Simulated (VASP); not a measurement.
# Re (P-3m1) in VASP: further runs

Runs on Re. Level: PBEsol. Tasks: single point.

Program: VASP 6.6.1. These are calculated values, not measurements. Logs are shortened: lines on timing, memory, paths and dates and some standing lists are left out, and cuts for length are marked.

**1. The cell of the first run**

It takes space group P-3m1 (No. 164, trigonal). Conventional cell: a = 2.750 Å, b = 2.750 Å, c = 4.443 Å, α = 90.00°, β = 90.00°, γ = 120.00°. Within 3.2 Å of Re (site symmetry 3m) lie 12 Re at 2.40 to 3.08 Å.

**2. Single point, PBEsol**

INCAR reads:

```
SYSTEM = Re
PREC = Accurate
ENCUT = 520
EDIFF = 1E-7
ISMEAR = 0
SIGMA = 0.15
LREAL = .False.
LASPH = .True.
NELM = 100
ALGO = Normal
ISIF = 2
LWAVE = .False.
LCHARG = .False.
GGA = PS
NBANDS = 14
```

KPOINTS reads:

```
Automatic mesh
0
Gamma
  18 18 10
  0 0 0
```

POSCAR reads:

```
Re
1.0
    2.7502953086      0.0000000000      0.0000000000
   -1.3751476543      2.3818256051      0.0000000000
    0.0000000000      0.0000000000      4.4432902328
Re
2
Direct
    0.3333333333      0.6666666667      0.2031878430
    0.6666666667      0.3333333333      0.7968121570
```

Potentials or basis: VASP PAW PBE potentials, release 64 (Re).

Started as:

```sh
$ cat potpaw_PBE.64/Re/POTCAR > POTCAR
$ mpirun -np 1 vasp_std > vasp.out
```

OUTCAR:

```text
SYSTEM = Re
   PREC = Accurate
   ENCUT = 520
   EDIFF = 1E-7
   ISMEAR = 0
   LREAL = .False.
   LASPH = .True.
   NELM = 100
   ISIF = 2
   GGA = PS

 ion  position               nearest neighbor table
   1  0.333  0.667  0.203-   2 2.40   2 2.40   2 2.40   2 3.08   2 3.08   2 3.08
   2  0.667  0.333  0.797-   1 2.40   1 2.40   1 2.40   1 3.08   1 3.08   1 3.08

  LATTYP: Found a hexagonal cell.
 ALAT       =     2.7502953086
 C/A-ratio  =     1.6155684151

  Lattice vectors:

 A1 = (   2.7502953086,   0.0000000000,   0.0000000000)
 A2 = (  -1.3751476543,   2.3818256051,   0.0000000000)
 A3 = (   0.0000000000,   0.0000000000,   4.4432902328)

Analysis of symmetry for initial positions (statically):
=====================================================================
 Subroutine PRICEL returns:
 Original cell was already a primitive cell.

 Routine SETGRP: Setting up the symmetry group for a
 hexagonal supercell.

 Subroutine GETGRP returns: Found 12 space group operations
 (whereof 12 operations were pure point group operations)
 out of a pool of 24 trial point group operations.

The static configuration has the point symmetry D_3d.

Analysis of symmetry for dynamics (positions and initial velocities):
=====================================================================
 Subroutine PRICEL returns:
 Original cell was already a primitive cell.

 Routine SETGRP: Setting up the symmetry group for a
 hexagonal supercell.

 Subroutine GETGRP returns: Found 12 space group operations
 (whereof 12 operations were pure point group operations)
 out of a pool of 24 trial point group operations.

The dynamic configuration has the point symmetry D_3d.

 Subroutine INISYM returns: Found 12 space group operations
 (whereof 12 operations are pure point group operations),
 and found     1 'primitive' translations

----------------------------------------------------------------------------------------

                                     Primitive cell

  volume of cell :      29.1068

  direct lattice vectors                    reciprocal lattice vectors
     2.750295309  0.000000000  0.000000000     0.363597319  0.209923010  0.000000000
    -1.375147654  2.381825605  0.000000000     0.000000000  0.419846020  0.000000000
     0.000000000  0.000000000  4.443290233     0.000000000  0.000000000  0.225058447

  length of vectors
     2.750295309  2.750295309  4.443290233     0.419846020  0.419846020  0.225058447

  position of ions in fractional coordinates (direct lattice)
     0.333333333  0.666666667  0.203187843
     0.666666667  0.333333333  0.796812157

  ion indices of the primitive-cell ions
   primitive index   ion index
                 1           1
                 2           2

----------------------------------------------------------------------------------------

 KPOINTS: Automatic mesh

Automatic generation of k-mesh.
 Grid dimensions read from file:
 generate k-points for:   18   18   10

 Generating k-lattice:

  Cartesian coordinates                     Fractional coordinates (reciprocal lattice)
     0.020199851  0.011662389  0.000000000     0.055555556  0.000000000  0.000000000
     0.000000000  0.023324779  0.000000000     0.000000000  0.055555556  0.000000000
     0.000000000  0.000000000  0.022505845     0.000000000  0.000000000  0.100000000

  Length of vectors
     0.023324779  0.023324779  0.022505845

  Shift w.r.t. Gamma in fractional coordinates (k-lattice)
     0.000000000  0.000000000  0.000000000

 Subroutine IBZKPT returns following result:
 ===========================================

 Found    330 irreducible k-points:

 Following reciprocal coordinates:
            Coordinates               Weight
  0.000000  0.000000  0.000000      1.000000
  0.055556  0.000000  0.000000      6.000000
  0.111111  0.000000  0.000000      6.000000
  0.166667  0.000000  0.000000      6.000000
  0.222222  0.000000  0.000000      6.000000
  0.277778  0.000000  0.000000      6.000000
[... 16 lines left out ...]
  0.333333  0.111111  0.000000     12.000000
  0.388889  0.111111  0.000000     12.000000
 [... further k-points ...]
   k-points           NKPTS =    330   k-points in BZ     NKDIM =    330   number of bands    NBANDS=     14
   number of dos      NEDOS =    301   number of ions     NIONS =      2
   total plane-waves  NPLWV =  14400
   dimension x,y,z NGX =    20 NGY =   20 NGZ =   36
   dimension x,y,z NGXF=    40 NGYF=   40 NGZF=   72
   ions per type =               2
   NGX,Y,Z   is equivalent  to a cutoff of  12.09, 12.09, 13.47 a.u.
   NGXF,Y,Z  is equivalent  to a cutoff of  24.18, 24.18, 26.94 a.u.
 SYSTEM =  Re
   PREC   = accura    normal or accurate (medium, high low for compatibility)
   ISTART =      0    job   : 0-new  1-cont  2-samecut
   ICHARG =      2    charge: 1-file 2-atom 10-const
   ISPIN  =      1    spin polarized calculation?
   LNONCOLLINEAR =      F non collinear calculations
   LSORBIT =      F    spin-orbit coupling
   LASPH  =      T    aspherical Exc in radial PAW
   ENCUT  =  520.0 eV  38.22 Ry    6.18 a.u.   5.11  5.11  8.26*2*pi/ulx,y,z
   NELM   =    100;   NELMIN=  2; NELMDL= -5     # of ELM steps
   EDIFF  = 0.1E-06   stopping-criterion for ELM
   LREAL  =      F    real-space projection
   EDIFFG = 0.1E-05   stopping-criterion for IOM
   NSW    =      0    number of steps for IOM
   IBRION =     -1    ionic relax: 0-MD 1-quasi-New 2-CG
   NFREE  =      0    steps in history (QN), initial steepest desc. (CG)
   ISIF   =      2    stress and relaxation
   ISYM   =      2    0-nonsym 1-usesym 2-fastsym
   POTIM  = 0.5000    time-step for ionic-motion
   TEBEG  =    0.0;   TEEND  =   0.0 temperature during run
   PSTRESS=    0.0 pullay stress
   NELECT =      14.0000    total number of electrons
   NUPDOWN=      -1.0000    fix difference up-down
   EMIN   =  10.00;   EMAX   =-10.00  energy-range for DOS
   EFERMI =   0.00;   METHOD = LEGACY
   ISMEAR =     0;   SIGMA  =   0.15  broadening in eV -4-tet -1-fermi 0-gaus
   EFERMI_NEDOS =   21; number of points for ismear=-14 and -15
   IALGO  =     38    algorithm
   IMIX   =      4    mixing-type and parameters
     AMIX     =   0.40;   BMIX     =  1.00
     AMIX_MAG =   1.60;   BMIX_MAG =  1.00
  volume/ion in A,a.u.               =      14.55        98.21
  Fermi-wavevector in a.u.,A,eV,Ry     =   1.282684  2.423920 22.385353  1.645277
  Thomas-Fermi vector in A             =   2.414981
   LORBIT       =      0    0 simple, 1 ext, 2 COOP (PROOUT), +10 PAW based schemes
   GGA     = PS    functional components
   LHFCALC =     F    Hartree Fock is set to
   AEXX    =    0.0000 exact exchange contribution
   IVDW    =     0    specifies the selected vdW correction
   LEPSILON=     F    determine dielectric tensor
   LRPA    =     F    only Hartree local field effects (RPA)
 non-spin polarized calculation
 Gauss-broadening in eV      SIGMA  =   0.15
  energy-cutoff  :      520.00
  volume of cell :       29.11
 maximum number of plane-waves:       798
   NGX = 11   NGY = 11   NGZ = 17

 number of electron      14.0000000 magnetization

 Free energy of the ion-electron system (eV)
  ---------------------------------------------------
  ext. energy  EPLUGINS =         0.00000000
  ---------------------------------------------------
  free energy    TOTEN  =       -25.69088579 eV

  energy without entropy =      -25.67350271  energy(sigma->0) =      -25.68219425

 E-fermi :   7.9194     XC(G=0): -13.7544

 val. band max:        7.9154435336   @ k =  -0.1111   0.2778   0.1000
 cond. band min:       7.9220475195   @ k =   0.2222   0.0556   0.1000
 fundamental gap:      0.0066039859
 Fermi energy:         7.9194494948

 k-point     1 :       0.0000    0.0000    0.0000
  band No.  band energies     occupation
      1      -2.0479      2.00000
      2       0.6273      2.00000
      3       5.4419      2.00000
      4       5.4419      2.00000
      5       5.7454      2.00000
      6       5.7454      2.00000
      7       6.1484      2.00000
      8       9.0155      0.00000
      9       9.0155      0.00000
     10      10.1799      0.00000
     11      12.1288      0.00000
     12      12.1288      0.00000
     13      15.5112      0.00000
     14      21.6387      0.00000

 k-point     2 :       0.0556    0.0000    0.0000
  band No.  band energies     occupation
      1      -1.9149      2.00000
      2       0.7456      2.00000
      3       5.1236      2.00000
      4       5.5405      2.00000
      5       5.6550      2.00000
      6       5.8039      2.00000
      7       6.4142      2.00000
      8       8.8483      0.00000
      9       8.9876      0.00000
     10       9.6415      0.00000
     11      12.2049      0.00000
     12      12.8385      0.00000
     13      15.6303      0.00000
     14      21.9365      0.00000

 k-point     3 :       0.1111    0.0000    0.0000
  band No.  band energies     occupation
      1      -1.5282      2.00000
      2       1.0767      2.00000
      3       4.5711      2.00000
      4       5.4159      2.00000
      5       5.7496      2.00000
      6       6.0329      2.00000
      7       6.8196      2.00000
      8       8.2306      0.00335
      9       8.9641      0.00000
     10       9.0595      0.00000
     11      12.3973      0.00000
     12      14.0958      0.00000
     13      15.9547      0.00000
     14      22.7742      0.00000

 k-point     4 :       0.1667    0.0000    0.0000
  band No.  band energies     occupation
      1      -0.9270      2.00000
      2       1.5290      2.00000
      3       4.0191      2.00000
      4       5.1329      2.00000
      5       5.8589      2.00000
      6       6.5528      2.00000
      7       6.8263      2.00000
      8       7.8499      1.48799
      9       8.6869      0.00000
     10       9.0813      0.00000
     11      12.6331      0.00000
     12      15.3630      0.00000
     13      16.4362      0.00000
     14      23.8795      0.00000

 k-point     5 :       0.2222    0.0000    0.0000
  band No.  band energies     occupation
      1      -0.1877      2.00000
      2       1.8759      2.00000
      3       3.6197      2.00000
      4       4.9758      2.00000
      5       5.8383      2.00000
      6       6.1706      2.00000
      7       7.3000      2.00000
      8       8.3425      0.00007
      9       8.3664      0.00003
     10       9.4497      0.00000
     11      12.8500      0.00000
[... 276 lines left out ...]
 k-point    22 :       0.2778    0.1111    0.0000
  band No.  band energies     occupation
      1       1.5003      2.00000
      2       1.9908      2.00000
      3       3.1623      2.00000
      4       4.6212      2.00000
      5       5.1624      2.00000
      6       6.4348      2.00000
      7       7.6162      1.99576
      8       9.5962      0.00000
      9       9.8603      0.00000
     10      11.6453      0.00000
     11      12.8226      0.00000
     12      17.0515      0.00000
     13      19.2944      0.00000
     14      19.8312      0.00000

 k-point    23 :       0.3333    0.1111    0.0000
  band No.  band energies     occupation
      1       1.4983      2.00000
      2       2.0564      2.00000
      3       2.9563      2.00000
      4       4.8488      2.00000
      5       5.4990      2.00000
      6       6.5121      2.00000
      7       7.6568      1.98674
      8      10.4461      0.00000
      9      10.7428      0.00000
     10      12.4867      0.00000
     11      12.9263      0.00000
     12      17.0513      0.00000
     13      18.1288      0.00000
     14      19.4374      0.00000

 k-point    24 :       0.3889    0.1111    0.0000
  band No.  band energies     occupation
      1       1.3304      2.00000
      2       2.1801      2.00000
      3       2.7435      2.00000
      4       5.0614      2.00000
      5       5.8259      2.00000
      6       6.6030      2.00000
      7       7.8143      1.67870
      8      11.2795      0.00000
      9      11.4552      0.00000
     10      12.5001      0.00000
     11      13.6355      0.00000
     12      16.2664      0.00000
     13      17.5858      0.00000
     14      18.8987      0.00000

 [... further k-points ...]

------------------------ aborting loop because EDIFF is reached ----------------------------------------

  FORCE on cell =-STRESS in cart. coord.  units (eV):
  Direction    XX          YY          ZZ          XY          YZ          ZX
  --------------------------------------------------------------------------------------
  -------------------------------------------------------------------------------------
  Total        4.9516140      4.9516140      7.9822347      0.0000000      0.0000000      0.0000000
  in kB      272.5608017    272.5608017    439.3808296      0.0000000      0.0000000      0.0000000
  external PRESSURE =     328.1674777 kB  Pullay stress =       0.0000000 kB

 VOLUME and BASIS-vectors are now :
 -----------------------------------------------------------------------------
  energy-cutoff  :      520.00
  volume of cell :       29.11
      direct lattice vectors                 reciprocal lattice vectors
     2.750295309  0.000000000  0.000000000     0.363597319  0.209923010  0.000000000
    -1.375147654  2.381825605  0.000000000     0.000000000  0.419846020  0.000000000
     0.000000000  0.000000000  4.443290233     0.000000000  0.000000000  0.225058447

 POSITION                                       TOTAL-FORCE (eV/Angst)
 -----------------------------------------------------------------------------------
     -0.00000      1.58788      0.90282        -0.000000     -0.000000      6.753093
      1.37515      0.79394      3.54047         0.000000      0.000000     -6.753093
 -----------------------------------------------------------------------------------
    total drift:                                0.000000     -0.000000      0.000000

  FREE ENERGIE OF THE ION-ELECTRON SYSTEM (eV)
  ---------------------------------------------------
  free  energy   TOTEN  =       -25.6908857860 eV

  energy  without entropy=      -25.6735027124  energy(sigma->0) =      -25.68219425
```

It took 58 s on 1 thread of Intel Xeon 6975P-C (Granite Rapids), shared host; peak memory 0.23 GiB.

Results:

```
Free energy            : -25.6909 eV
Pressure               : 32.8 GPa
Largest force          : 6.753 eV/Å
Band gap on the k mesh : zero (band 7 reaches 9.70 eV, above the bottom of band 8 at 6.83 eV)
```

Forces in eV/Å, atoms in the order of the input:
```
Re   0.000  0.000  6.753
Re   0.000  0.000 -6.753
```

Caveat: the PAW data sets were made with another functional, which shifts forces and pressure a little; spin-orbit coupling is left out, which moves the levels of the heavy elements.

**3. Single point, PBEsol**

INCAR reads:

```
SYSTEM = Re
PREC = Accurate
ENCUT = 520
EDIFF = 1E-6
ISMEAR = 0
SIGMA = 0.15
LREAL = .False.
LASPH = .True.
NELM = 100
ALGO = Fast
ISIF = 2
LWAVE = .False.
LCHARG = .True.
GGA = PS
LELF = .True.
LVHAR = .True.
NBANDS = 14
```

KPOINTS is that of step 2.

POSCAR reads:

```
Re
1.0
    2.7502953086      0.0000000000      0.0000000000
   -1.3751476543      2.3818256051      0.0000000000
    0.0000000000      0.0000000000      4.4432902328
Re
2
Direct
    0.3333333333      0.6666666667      0.2344034496
    0.6666666667      0.3333333333      0.7655965504
```

Potentials or basis: VASP PAW PBE potentials, release 64 (Re).

Started as:

```sh
$ cat potpaw_PBE.64/Re/POTCAR > POTCAR
$ mpirun -np 1 vasp_std > vasp.out
```

Wall time 58 s (1 thread of Intel Xeon 6975P-C (Granite Rapids), shared host); peak memory 0.23 GiB.

Results (log left out):

- Free energy: -26.6976 eV
- Pressure: 3.3 GPa
- Largest force: 0.961 eV/Å
- Band gap on the k mesh: zero (band 7 reaches 9.42 eV, above the bottom of band 8 at 6.23 eV)

Forces in eV/Å, atoms in the order of the input:
```
Re   0.000  0.000  0.961
Re   0.000  0.000 -0.961
```

Stress tensor (GPa, compression positive):
```
2.55 0.00 0.00
0.00 2.55 0.00
0.00 0.00 4.77
```

Levels at points of the mesh, in eV from the Fermi level:
```
           k point  band 5  band 6  band 7  band 8  band 9  band 10
(0.00, 0.00, 0.00)   -1.57   -0.90   -0.90    0.43    0.43     0.90
(0.50, 0.00, 0.00)   -1.65   -1.28   -0.47    4.09    4.44     4.82
(0.00, 0.00, 0.50)   -1.80   -1.70   -1.70   -1.56    2.37     2.37
(0.50, 0.00, 0.50)   -0.20    1.02    1.08    1.14    4.30     4.39
```

Caveat: the PAW data sets were made with another functional, which shifts forces and pressure a little; spin-orbit coupling is left out, which moves the levels of the heavy elements.

**4. Single point, PBEsol**

INCAR reads:

```
PREC     = Accurate       # precision mode
ENCUT    = 520            # plane-wave cutoff, eV
EDIFF    = 1E-6           # SCF threshold, eV
ISMEAR   = 0              # smearing method
SIGMA    = 0.15           # smearing width, eV
LREAL    = False          # projectors in reciprocal space
LASPH    = True           # aspherical terms in the spheres
NELM     = 80             # most SCF steps
ALGO     = Normal         # electronic algorithm
ISIF     = 2              # what is computed and relaxed
LWAVE    = False          # write WAVECAR
LCHARG   = False          # write CHGCAR
GGA      = PS             # functional
NBANDS   = 14             # bands
```

KPOINTS reads:

```
regular mesh
0
Gamma
  18 18 10
```

POSCAR reads:

```
Re
1.0
    2.7502953086      0.0000000000      0.0000000000
   -1.3751476543      2.3818256051      0.0000000000
    0.0000000000      0.0000000000      4.4432902328
Re
2
Direct
    0.3333333333      0.6666666667      0.2187843934
    0.6666666667      0.3333333333      0.7812156066
```

Started as:

```sh
$ cat potpaw_PBE.64/Re/POTCAR > POTCAR
$ mpirun -np 1 vasp_std > vasp.out
```

Wall time 49 s (1 thread of Intel Xeon 6975P-C (Granite Rapids), shared host); peak memory 0.23 GiB.

Results (log left out):

```yaml
Free_energy: -26.3994 eV
Pressure: 13.9 GPa
Largest_force: 3.532 eV/Å
Band_gap_on_the_k_mesh: zero (band 7 reaches 9.60 eV, above the bottom of band 8 at 6.55 eV)
```

Forces on the atoms (eV/Å):
```
Re   0.000  0.000  3.532
Re   0.000  0.000 -3.532
```

Stress tensor (GPa, compression positive):
```
10.24  0.00  0.00
 0.00 10.24  0.00
 0.00  0.00 21.30
```

Levels at points of the mesh, in eV from the Fermi level:
| k point | band 4 | band 5 | band 6 | band 7 | band 8 | band 9 | band 10 | band 11 |
| --- | --- | --- | --- | --- | --- | --- | --- | --- |
| (0.00, 0.00, 0.00) | -1.86 | -1.58 | -1.35 | -1.35 | 0.82 | 0.82 | 1.51 | 3.92 |
| (0.50, 0.00, 0.00) | -2.14 | -1.54 | -1.13 | -0.22 | 4.01 | 4.38 | 5.15 | 6.28 |
| (0.00, 0.00, 0.50) | -2.04 | -2.04 | -1.89 | -1.89 | -0.59 | 2.26 | 2.26 | 3.65 |
| (0.50, 0.00, 0.50) | -3.13 | -0.86 | 1.10 | 1.26 | 1.84 | 3.83 | 4.16 | 4.73 |

Caveat: the PAW data sets were made with another functional, which shifts forces and pressure a little; spin-orbit coupling is left out, which moves the levels of the heavy elements.
